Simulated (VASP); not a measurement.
# HgTe (F-43m) in VASP: vibrations by perturbation theory with PBE

Aim: the vibrations by perturbation theory of HgTe with PBE.

Everything below comes from runs of VASP 6.6.1. Logs are shortened: lines on timing, memory, paths and dates and some standing lists are left out, and cuts for length are marked.

## Step 1: The cell of the first run

It takes space group F-43m (No. 216, cubic). Conventional cell: a = 6.285 Å, b = 6.285 Å, c = 6.285 Å, α = 90.00°, β = 90.00°, γ = 90.00°. Within 3.6 Å of Hg (site symmetry -43m) lie 4 Te at 2.72 Å. Within 3.6 Å of Te (site symmetry -43m) lie 4 Hg at 2.72 Å.

## Step 2: Vibrations by perturbation theory, PBE

Input file INCAR:

```
SYSTEM = HgTe
  PREC = Accurate
  ENCUT = 520
  EDIFF = 1E-8
  ISMEAR = -1
  SIGMA = 0.15
  LREAL = .FALSE.
  LASPH = .TRUE.
  NELM = 100
  ALGO = Normal
  ISIF = 2
  LWAVE = .FALSE.
  LCHARG = .FALSE.
  GGA = PE
  IBRION = 8
  NSW = 1
```

Input file KPOINTS:

```
Automatic mesh
0
G
  12 12 12
  0 0 0
```

Input file POSCAR:

```
HgTe
1.0
    0.0000000000      3.1425945829      3.1425945829
    3.1425945829      0.0000000000      3.1425945829
    3.1425945829      3.1425945829      0.0000000000
Hg Te
1 1
Direct
    0.0000000000      0.0000000000      0.0000000000
    0.7500000000      0.7500000000      0.7500000000
```

Potentials or basis: VASP PAW PBE potentials, release 64 (Hg, Te).

Launch:

```sh
> cat potpaw_PBE.64/Hg/POTCAR potpaw_PBE.64/Te/POTCAR > POTCAR
> mpirun -np 1 vasp_std > vasp.out
```

OUTCAR:

```text
SYSTEM = HgTe
   PREC = Accurate
   ENCUT = 520
   EDIFF = 1E-8
   ISMEAR = -1
   LREAL = .FALSE.
   LASPH = .TRUE.
   NELM = 100
   ISIF = 2
   GGA = PE
   IBRION = 8
   NSW = 1

 ion  position               nearest neighbor table
   1  0.000  0.000  0.000-   2 2.72   2 2.72   2 2.72   2 2.72
   2  0.750  0.750  0.750-   1 2.72   1 2.72   1 2.72   1 2.72

  LATTYP: Found a face centered cubic cell.
 ALAT       =     6.2851891658

  Lattice vectors:

 A1 = (   0.0000000000,   3.1425945829,   3.1425945829)
 A2 = (   3.1425945829,   0.0000000000,   3.1425945829)
 A3 = (   3.1425945829,   3.1425945829,   0.0000000000)

Analysis of symmetry for initial positions (statically):
=====================================================================
 Subroutine PRICEL returns:
 Original cell was already a primitive cell.

 Routine SETGRP: Setting up the symmetry group for a
 face centered cubic supercell.

 Subroutine GETGRP returns: Found 24 space group operations
 (whereof 24 operations were pure point group operations)
 out of a pool of 48 trial point group operations.

The static configuration has the point symmetry T_d .

Analysis of symmetry for dynamics (positions and initial velocities):
=====================================================================
 Subroutine PRICEL returns:
 Original cell was already a primitive cell.

 Routine SETGRP: Setting up the symmetry group for a
 face centered cubic supercell.

 Subroutine GETGRP returns: Found 24 space group operations
 (whereof 24 operations were pure point group operations)
 out of a pool of 48 trial point group operations.

The dynamic configuration has the point symmetry T_d .

 Subroutine INISYM returns: Found 24 space group operations
 (whereof 24 operations are pure point group operations),
 and found     1 'primitive' translations

----------------------------------------------------------------------------------------

                                     Primitive cell

  volume of cell :      62.0719

  direct lattice vectors                    reciprocal lattice vectors
     0.000000000  3.142594583  3.142594583    -0.159104201  0.159104201  0.159104201
     3.142594583  0.000000000  3.142594583     0.159104201 -0.159104201  0.159104201
     3.142594583  3.142594583  0.000000000     0.159104201  0.159104201 -0.159104201

  length of vectors
     4.444299880  4.444299880  4.444299880     0.275576560  0.275576560  0.275576560

  position of ions in fractional coordinates (direct lattice)
     0.000000000  0.000000000  0.000000000
     0.750000000  0.750000000  0.750000000

  ion indices of the primitive-cell ions
   primitive index   ion index
                 1           1
                 2           2

----------------------------------------------------------------------------------------

 KPOINTS: Automatic mesh

Automatic generation of k-mesh.
 Grid dimensions read from file:
 generate k-points for:   12   12   12

 Generating k-lattice:

  Cartesian coordinates                     Fractional coordinates (reciprocal lattice)
    -0.013258683  0.013258683  0.013258683     0.083333333  0.000000000  0.000000000
     0.013258683 -0.013258683  0.013258683     0.000000000  0.083333333  0.000000000
     0.013258683  0.013258683 -0.013258683     0.000000000  0.000000000  0.083333333

  Length of vectors
     0.022964713  0.022964713  0.022964713

  Shift w.r.t. Gamma in fractional coordinates (k-lattice)
     0.000000000  0.000000000  0.000000000

[... 77 lines left out ...]
   AEXX    =    0.0000 exact exchange contribution
   IVDW    =     0    specifies the selected vdW correction
   LEPSILON=     F    determine dielectric tensor
   LRPA    =     F    only Hartree local field effects (RPA)
 non-spin polarized calculation
  energy-cutoff  :      520.00
  volume of cell :       62.07
 maximum number of plane-waves:      1700
 NGX is ok and might be reduce to    36
   NGX = 17   NGY = 17   NGZ = 17

--------------------------------------- Ionic step        1  -------------------------------------------

 number of electron      18.0000002 magnetization

 Free energy of the ion-electron system (eV)
  ---------------------------------------------------
  ext. energy  EPLUGINS =         0.00000000
  ---------------------------------------------------
  free energy    TOTEN  =        -3.37461156 eV

  energy without entropy =       -3.36966234  energy(sigma->0) =       -3.37213695

 E-fermi :   4.3230     XC(G=0):  -9.1347

 val. band max:        4.0423636401   @ k =   0.0000   0.0000   0.0000
 cond. band min:       4.5889349747   @ k =   0.0833   0.0000   0.0000
 fundamental gap:      0.5465713346
 Fermi energy:         4.3229921654

 k-point     1 :       0.0000    0.0000    0.0000
  band No.  band energies     occupation
      1      -8.6007      2.00000
      2      -3.8499      2.00000
      3      -3.8499      2.00000
      4      -3.8499      2.00000
      5      -3.2115      2.00000
      6      -3.2115      2.00000
      7       3.5316      1.98982
      8       4.0424      1.73311
      9       4.0424      1.73311
     10       4.0424      1.73311
     11       8.1013      0.00000
     12       8.1013      0.00000
     13       8.1013      0.00000
[... 354 lines left out ...]
  band No.  band energies     occupation
      1      -7.8508      2.00000
      2      -3.6805      2.00000
      3      -3.6462      2.00000
      4      -3.2388      2.00000
      5      -3.1991      2.00000
      6      -2.8496      2.00000
      7      -1.8247      2.00000
      8       1.5667      2.00000
      9       2.5913      1.99998
     10       5.9334      0.00004
     11       8.4698      0.00000
     12       9.5944      0.00000
     13      10.9915      0.00000

 [... further k-points ...]
[... 5 lines left out ...]
  --------------------------------------------------------------------------------------
  -------------------------------------------------------------------------------------
  Total        3.5353410      3.5353410      3.5353410      0.0000000      0.0000000     -0.0000000
  in kB       91.2529316     91.2529316     91.2529316      0.0000000      0.0000000     -0.0000000
  external PRESSURE =      91.2529316 kB  Pullay stress =       0.0000000 kB

 VOLUME and BASIS-vectors are now :
 -----------------------------------------------------------------------------
  energy-cutoff  :      520.00
  volume of cell :       62.07
      direct lattice vectors                 reciprocal lattice vectors
     0.000000000  3.142594583  3.142594583    -0.159104201  0.159104201  0.159104201
     3.142594583  0.000000000  3.142594583     0.159104201 -0.159104201  0.159104201
     3.142594583  3.142594583  0.000000000     0.159104201  0.159104201 -0.159104201

 POSITION                                       TOTAL-FORCE (eV/Angst)
 -----------------------------------------------------------------------------------
      0.00000      0.00000      0.00000         0.000000      0.000000      0.000000
      4.71389      4.71389      4.71389        -0.000000     -0.000000     -0.000000
 -----------------------------------------------------------------------------------
    total drift:                                0.000000      0.000000      0.000000

  FREE ENERGIE OF THE ION-ELECTRON SYSTEM (eV)
  ---------------------------------------------------
  free  energy   TOTEN  =        -3.3746115600 eV

  energy  without entropy=       -3.3696623446  energy(sigma->0) =       -3.37213695

[... ionic steps 2 to 3 ...]

--------------------------------------- Ionic step        4  -------------------------------------------

------------------------ aborting loop because EDIFF is reached ----------------------------------------

[... ionic steps 5 to 6 ...]

--------------------------------------- Ionic step        7  -------------------------------------------

 Free energy of the ion-electron system (eV)
  ---------------------------------------------------
  ---------------------------------------------------
  free energy    TOTEN  =        -0.04755974 eV

  energy without entropy =       -0.04755974

------------------------ aborting loop because EDIFF is reached ----------------------------------------

 INTERNAL STRAIN TENSOR  FOR ION    2  DIRECTION 1   (eV/Angst):
 -----------------------------------------------------------------------------
    -0.00201  0.00000  0.00000
     0.00000  0.00514  9.88484
     0.00000  9.88484  0.00514

 INTERNAL STRAIN TENSOR FOR ION    2 for displacements in x,y,z  (eV/Angst):
          X           Y           Z          XY          YZ          ZX
  --------------------------------------------------------------------------------
  x    -0.00000     0.00000     0.00000     0.00000     9.88484     0.00000
  y    -0.00000    -0.00000    -0.00000     0.00000     0.00000     9.88484
  z     0.00000     0.00000    -0.00000     9.88484     0.00000     0.00000

 SECOND DERIVATIVES (NOT SYMMETRIZED)
 ------------------------------------
               1X          1Y          1Z          2X          2Y          2Z
  1X    -5.761999    0.000000    0.000000    5.761999    0.000000    0.000000
  1Y     0.000000   -5.761999    0.000000    0.000000    5.761999    0.000000
  1Z     0.000000    0.000000   -5.761999    0.000000    0.000000    5.761999
  2X     5.757049    0.000000    0.000000   -5.757049    0.000000    0.000000
  2Y     0.000000    5.757049    0.000000    0.000000   -5.757049    0.000000
  2Z     0.000000    0.000000    5.757049    0.000000    0.000000   -5.757049

 Eigenvectors and eigenvalues of the dynamical matrix
 ----------------------------------------------------

   1 f  =    4.248210 THz    26.692290 2PiTHz  141.705027 cm-1    17.569176 meV
             X         Y         Z           dx          dy          dz
      0.000000  0.000000  0.000000     0.000000    0.623701    0.000000
      4.713892  4.713892  4.713892     0.000000   -0.781663    0.000000
[... 21 lines left out ...]
   6 f/i=    0.000890 THz     0.005592 2PiTHz    0.029687 cm-1     0.003681 meV
             X         Y         Z           dx          dy          dz
      0.000000  0.000000  0.000000     0.000000    0.000000    0.781663
      4.713892  4.713892  4.713892     0.000000    0.000000    0.623701

--------------------------------------------------------------------------------------------------------

 ELASTIC MODULI CONTR FROM IONIC RELAXATION (kBar)
 Direction    XX          YY          ZZ          XY          YZ          ZX
 --------------------------------------------------------------------------------
 XX          -0.0000     -0.0000     -0.0000     -0.0000      0.0000      0.0000
 YY          -0.0000     -0.0000     -0.0000     -0.0000     -0.0000     -0.0000
 ZZ          -0.0000     -0.0000     -0.0000     -0.0000     -0.0000      0.0000
 XY          -0.0000     -0.0000     -0.0000   -453.0421      0.0000      0.0000
 YZ           0.0000     -0.0000     -0.0000      0.0000   -453.0421      0.0000
 ZX           0.0000     -0.0000      0.0000      0.0000      0.0000   -453.0421
 --------------------------------------------------------------------------------
```

Run time: 18 min. Hardware: 1 thread of Intel Xeon 8259CL, shared host; peak memory 0.65 GiB.

Results:

```yaml
Highest_phonon_frequency_at_Γ_LO-TO_splitting_left_out: 142 cm⁻¹
```

Phonon frequencies in cm⁻¹ (negative: imaginary):
```
              q point        frequencies
(0.000, 0.000, 0.000)  0 0 0 142 142 142
```

Caveat: the cell stands under pressure or tension, which shifts response properties; spin-orbit coupling is left out, which moves the levels of the heavy elements.
